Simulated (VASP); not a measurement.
Input of a VASP 6.6.1 run:

File INCAR:

```
SYSTEM = K2LiAlF6
ALGO = Normal ; EDIFF = 1E-6
EDIFFG = -0.002 ; ENCUT = 600
IBRION = 2 ; ISIF = 3
ISMEAR = 0 ; LASPH = .True.
LCHARG = .False. ; LREAL = .False.
LWAVE = .False. ; NELM = 100
NSW = 100 ; PREC = Accurate
SIGMA = 0.02
```

Contents of KPOINTS:

```
k-points
0
Gamma
  6 6 6
  0 0 0
```

File POSCAR:

```
K2LiAlF6
1.0
    0.0000000000      3.9210000000      3.9210000000
    3.9210000000      0.0000000000      3.9210000000
    3.9210000000      3.9210000000      0.0000000000
K Li Al F
2 1 1 6
Direct
    0.2500000000      0.2500000000      0.2500000000
    0.7500000000      0.7500000000      0.7500000000
    0.5000000000      0.5000000000      0.5000000000
    0.0000000000      0.0000000000      0.0000000000
    0.7689000000      0.2311000000      0.2311000000
    0.2311000000      0.7689000000      0.2311000000
    0.2311000000      0.7689000000      0.7689000000
    0.7689000000      0.2311000000      0.7689000000
    0.2311000000      0.2311000000      0.7689000000
    0.7689000000      0.7689000000      0.2311000000
```

Potentials or basis: VASP PAW LDA potentials, release 64 (K_sv, Li_sv, Al, F).

Launch:

```sh
$ cat potpaw_LDA.64/K_sv/POTCAR potpaw_LDA.64/Li_sv/POTCAR potpaw_LDA.64/Al/POTCAR potpaw_LDA.64/F/POTCAR > POTCAR
$ mpirun -np 1 vasp_std > vasp.out
```

Question: Predict the relaxed volume.

Answer: 11.13 Å³/atom.

Question: What does it give for the relaxed cell?

Answer: a = 5.399 Å, b = 5.399 Å, c = 5.399 Å, α = 60.00°, β = 60.00°, γ = 60.00°.

Question: What does it give for the space group after relaxing (to 0.05 Å)?

Answer: Fm-3m (No. 225).

Question: What does it give for the band gap on the k mesh?

Answer: 8.11 eV, direct.

Final structure:
```
K Li Al F
1.0
     0.00000    3.81773    3.81773
     3.81773    0.00000    3.81773
     3.81773    3.81773    0.00000
K Li Al F
2 1 1 6
Cartesian
  1.9089 1.9089 1.9089
  5.7266 5.7266 5.7266
  3.8177 3.8177 3.8177
  0.0000 0.0000 0.0000
  1.8055 3.8177 3.8177
  3.8177 1.8055 3.8177
  5.8299 3.8177 3.8177
  3.8177 5.8299 3.8177
  3.8177 3.8177 1.8055
  3.8177 3.8177 5.8299
```

Caveat: the cutoff is under 1.25 times the usual one of these potentials, so pressure, stress and relaxed cells hold a basis-set (Pulay) error. Zero-point motion and thermal expansion aren't in these numbers.
